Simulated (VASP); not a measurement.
# Ge in VASP: single point with r2SCAN

Aim: the single point of Ge with r2SCAN.

Everything below comes from runs of VASP 6.6.1. Logs are shortened: lines on timing, memory, paths and dates and some standing lists are left out, and cuts for length are marked.

### Step 1. The cell of the first run

The cell holds a slab with vacuum, 6 atoms: a = 4.012 Å, b = 5.674 Å, c = 20.012 Å, α = 90.00°, β = 90.00°, γ = 90.00°.

### Step 2. Single point, r2SCAN

Input file POSCAR:

```
Ge
1.0
    4.0124552875      0.0000000000      0.0000000000
    0.0000000000      5.6744686860      0.0000000000
    0.0000000000      0.0000000000     20.0125000000
Ge
6
Direct
    0.7500000000      0.1185963962      0.4023243052
    0.2500000000      0.8814036038      0.4023243052
    0.2500000000      0.6231315267      0.5000000000
    0.7500000000      0.3768684733      0.5000000000
    0.7500000000      0.1185963964      0.5976756948
    0.2500000000      0.8814036036      0.5976756948
```

Input file INCAR.step1:

```
SYSTEM = Ge
ALGO = Normal ; DIPOL = 0.5 0.5 0.500
EDIFF = 1E-4 ; ENCUT = 520
GGA = PE ; IDIPOL = 3
ISMEAR = -1 ; LASPH = .TRUE.
LCHARG = .FALSE. ; LDIPOL = .TRUE.
LREAL = .FALSE. ; LWAVE = .TRUE.
NBANDS = 51 ; NELM = 100
PREC = Accurate ; SIGMA = 0.02
```

Input file INCAR.step2:

```
SYSTEM = Ge
ALGO = Normal ; DIPOL = 0.5 0.5 0.500
EDIFF = 1E-6 ; ENCUT = 520
IDIPOL = 3 ; ISIF = 2
ISMEAR = -1 ; ISTART = 1
LASPH = .TRUE. ; LCHARG = .FALSE.
LDIPOL = .TRUE. ; LMIXTAU = .TRUE.
LREAL = .FALSE. ; LWAVE = .FALSE.
METAGGA = R2SCAN ; NBANDS = 51
NELM = 100 ; PREC = Accurate
SIGMA = 0.02
```

Input file KPOINTS:

```
k-points
0
G
  8 6 1
  0 0 0
```

Potentials or basis: VASP PAW PBE potentials, release 64 (Ge_d).

Command:

```bash
$ cat potpaw_PBE.64/Ge_d/POTCAR > POTCAR
$ cp INCAR.step1 INCAR
$ mpirun -np 1 vasp_std > vasp.out
$ cp INCAR.step2 INCAR
$ mpirun -np 1 vasp_std > vasp.out
```

OUTCAR:

```text
SYSTEM = Ge
   EDIFF = 1E-6
   ENCUT = 520
   ISIF = 2
   ISMEAR = -1
   ISTART = 1
   LASPH = .TRUE.
   LREAL = .FALSE.
   METAGGA = R2SCAN
   NELM = 100
   PREC = Accurate

 ion  position               nearest neighbor table
   1  0.750  0.119  0.402-   2 2.42   2 2.42   4 2.44
   2  0.250  0.881  0.402-   1 2.42   1 2.42   3 2.44
   3  0.250  0.623  0.500-   6 2.44   2 2.44   4 2.44   4 2.44
   4  0.750  0.377  0.500-   5 2.44   1 2.44   3 2.44   3 2.44
   5  0.750  0.119  0.598-   6 2.42   6 2.42   4 2.44
   6  0.250  0.881  0.598-   5 2.42   5 2.42   3 2.44

  LATTYP: Found a simple orthorhombic cell.
 ALAT       =     4.0124552875
 B/A-ratio  =     1.4142135624
 C/A-ratio  =     4.9875945191

  Lattice vectors:

 A1 = (   4.0124552875,   0.0000000000,   0.0000000000)
 A2 = (   0.0000000000,   5.6744686860,   0.0000000000)
 A3 = (   0.0000000000,   0.0000000000,  20.0125000000)

Analysis of symmetry for initial positions (statically):
=====================================================================
 Subroutine PRICEL returns:
 Original cell was already a primitive cell.

 Routine SETGRP: Setting up the symmetry group for a
 simple orthorhombic supercell.

 Subroutine GETGRP returns: Found  8 space group operations
 (whereof  4 operations were pure point group operations)
 out of a pool of  8 trial point group operations.

The static configuration has the point symmetry C_2h.
 The point group associated with its full space group is D_2h.

Analysis of symmetry for dynamics (positions and initial velocities):
=====================================================================
 Subroutine PRICEL returns:
 Original cell was already a primitive cell.

 Routine SETGRP: Setting up the symmetry group for a
 simple orthorhombic supercell.

 Subroutine GETGRP returns: Found  8 space group operations
 (whereof  4 operations were pure point group operations)
 out of a pool of  8 trial point group operations.

The dynamic configuration has the point symmetry C_2h.
 The point group associated with its full space group is D_2h.

 Subroutine INISYM returns: Found  8 space group operations
 (whereof  4 operations are pure point group operations),
 and found     1 'primitive' translations

----------------------------------------------------------------------------------------

[... 100 lines left out ...]
   NFREE  =      0    steps in history (QN), initial steepest desc. (CG)
   ISIF   =      2    stress and relaxation
   ISYM   =      2    0-nonsym 1-usesym 2-fastsym
   POTIM  = 0.5000    time-step for ionic-motion
   TEBEG  =    0.0;   TEEND  =   0.0 temperature during run
   PSTRESS=    0.0 pullay stress
   NELECT =      84.0000    total number of electrons
   NUPDOWN=      -1.0000    fix difference up-down
   EMIN   =  10.00;   EMAX   =-10.00  energy-range for DOS
   EFERMI =   0.00;   METHOD = LEGACY
   ISMEAR =    -1;   SIGMA  =   0.02  broadening in eV -4-tet -1-fermi 0-gaus
   EFERMI_NEDOS =   21; number of points for ismear=-14 and -15
   IALGO  =     38    algorithm
   IMIX   =      4    mixing-type and parameters
     AMIX     =   0.40;   BMIX     =  1.00
     AMIX_MAG =   1.60;   BMIX_MAG =  1.00
  volume/ion in A,a.u.               =      75.94       512.49
  Fermi-wavevector in a.u.,A,eV,Ry     =   0.931728  1.760710 11.811442  0.868117
  Thomas-Fermi vector in A             =   2.058251
   LORBIT       =      0    0 simple, 1 ext, 2 COOP (PROOUT), +10 PAW based schemes
   METAGGA = R2SCAN    functional components
   LHFCALC =     F    Hartree Fock is set to
   AEXX    =    0.0000 exact exchange contribution
   IVDW    =     0    specifies the selected vdW correction
   LEPSILON=     F    determine dielectric tensor
   LRPA    =     F    only Hartree local field effects (RPA)
 non-spin polarized calculation
  energy-cutoff  :      520.00
  volume of cell :      455.66
 maximum number of plane-waves:     12306
 NGX is ok and might be reduce to    30
   NGX = 15   NGY = 21   NGZ = 75

 number of electron      83.9999918 magnetization

 dipolmoment           0.000000      0.000000     -0.000000 electrons x Angstroem

 Free energy of the ion-electron system (eV)
  ---------------------------------------------------
  ext. energy  EPLUGINS =         0.00000000
  ---------------------------------------------------
  free energy    TOTEN  =       -79.60954951 eV

  energy without entropy =      -79.60347414  energy(sigma->0) =      -79.60651183

 E-fermi :  -1.9773     XC(G=0):  -3.8886

 val. band max:       -1.9815278365   @ k =   0.2500   0.3333   0.0000
 cond. band min:      -1.9683237365   @ k =   0.1250   0.3333   0.0000
 fundamental gap:      0.0132041000
 Fermi energy:        -1.9773222529

 k-point     1 :       0.0000    0.0000    0.0000
  band No.  band energies     occupation
      1     -27.3034      2.00000
      2     -27.2999      2.00000
      3     -27.2933      2.00000
      4     -27.2496      2.00000
      5     -27.2370      2.00000
      6     -27.2050      2.00000
[... 1069 lines left out ...]
     50       3.1495      0.00000
     51       4.2980      0.00000

------------------------ aborting loop because EDIFF is reached ----------------------------------------

 vacuum level on the upper side and lower side of the slab       (xc-potential included)        -0.038        -0.038

  FORCE on cell =-STRESS in cart. coord.  units (eV):
  Direction    XX          YY          ZZ          XY          YZ          ZX
  --------------------------------------------------------------------------------------
  -------------------------------------------------------------------------------------
  Total        0.6429093      1.4081376     -0.0381939     -0.0000000      0.0000000      0.0000000
  in kB        2.2605989      4.9512965     -0.1342976     -0.0000000      0.0000000      0.0000000
  external PRESSURE =       2.3591993 kB  Pullay stress =       0.0000000 kB

 VOLUME and BASIS-vectors are now :
 -----------------------------------------------------------------------------
  energy-cutoff  :      520.00
  volume of cell :      455.66
      direct lattice vectors                 reciprocal lattice vectors
     4.012455287  0.000000000  0.000000000     0.249223961  0.000000000  0.000000000
     0.000000000  5.674468686  0.000000000     0.000000000  0.176227953  0.000000000
     0.000000000  0.000000000 20.012500000     0.000000000  0.000000000  0.049968770

 POSITION                                       TOTAL-FORCE (eV/Angst)
 -----------------------------------------------------------------------------------
      3.00934      0.67297      8.05152         0.000000      0.014508      0.011684
      1.00311      5.00150      8.05152         0.000000     -0.014508      0.011684
      1.00311      3.53594     10.00625         0.000000      0.003783     -0.000000
      3.00934      2.13853     10.00625         0.000000     -0.003783     -0.000000
      3.00934      0.67297     11.96098         0.000000      0.014508     -0.011684
      1.00311      5.00150     11.96098         0.000000     -0.014508     -0.011684
 -----------------------------------------------------------------------------------
    total drift:                               -0.000000      0.000000      0.000000

  FREE ENERGIE OF THE ION-ELECTRON SYSTEM (eV)
  ---------------------------------------------------
  free  energy   TOTEN  =       -79.6095495120 eV

  energy  without entropy=      -79.6034741381  energy(sigma->0) =      -79.60651183

 vacuum level on the upper side and lower side of the slab         2.713         2.713
```

OUTCAR.step1:

```text
SYSTEM = Ge
   EDIFF = 1E-4
   ENCUT = 520
   GGA = PE
   ISMEAR = -1
   LASPH = .TRUE.
   LREAL = .FALSE.
   NELM = 100
   PREC = Accurate

[... 1317 lines left out ...]
      1.00311      5.00150     11.96098         0.000000     -0.136075      0.188066
 -----------------------------------------------------------------------------------
    total drift:                               -0.000000      0.000000      0.000000

  FREE ENERGIE OF THE ION-ELECTRON SYSTEM (eV)
  ---------------------------------------------------
  free  energy   TOTEN  =       -23.9888722533 eV

  energy  without entropy=      -23.9821834302  energy(sigma->0) =      -23.98552784

 vacuum level on the upper side and lower side of the slab         2.752         2.752
```

OSZICAR.step1:

```text
N       E                     dE             d eps       ncg     rms          rms(c)
DAV:   1     0.759406026798E+03    0.75941E+03   -0.43994E+04  2512   0.264E+03
DAV:   2     0.100591629637E+03   -0.65881E+03   -0.64182E+03  2472   0.638E+02
DAV:   3    -0.167695014805E+02   -0.11736E+03   -0.11577E+03  2810   0.202E+02
DAV:   4    -0.240866216450E+02   -0.73171E+01   -0.72841E+01  2394   0.576E+01
DAV:   5    -0.244093400112E+02   -0.32272E+00   -0.32267E+00  3061   0.127E+01    0.495E+00
DAV:   6    -0.241187084951E+02    0.29063E+00   -0.20653E-01  2281   0.837E+00    0.290E+00
DAV:   7    -0.239859726038E+02    0.13274E+00   -0.44759E-01  2401   0.537E+00    0.397E-01
DAV:   8    -0.239906055878E+02   -0.46330E-02   -0.87533E-02  2267   0.269E+00    0.244E-01
DAV:   9    -0.239895815035E+02    0.10241E-02   -0.10202E-02  2925   0.796E-01    0.131E-01
DAV:  10    -0.239890773420E+02    0.50416E-03   -0.40721E-03  2318   0.923E-01    0.646E-02
DAV:  11    -0.239887794479E+02    0.29789E-03   -0.10123E-03  2436   0.198E+00    0.335E-02
DAV:  12    -0.239888722533E+02   -0.92805E-04   -0.30488E-04  1837   0.230E-01
   1 F= -.23988872E+02 E0= -.23985528E+02  d E =-.668882E-02
```

Wall time 21 min (1 thread of Intel Xeon 6975P-C (Granite Rapids), shared host); peak memory 0.67 GiB.

What came out:

| Item | Value |
| --- | --- |
| Free energy | -79.6095 eV |
| Largest force | 0.019 eV/Å |
| Band gap on the k mesh | zero (bands 42 and 43 overlap by 0.29 eV) |

Forces on the atoms (eV/Å):
```
Ge   0.000  0.015  0.012
Ge   0.000 -0.015  0.012
Ge   0.000  0.004  0.000
Ge   0.000 -0.004  0.000
Ge   0.000  0.015 -0.012
Ge   0.000 -0.015 -0.012
```

Caveat: the PAW data sets were made with another functional, which shifts forces and pressure a little.
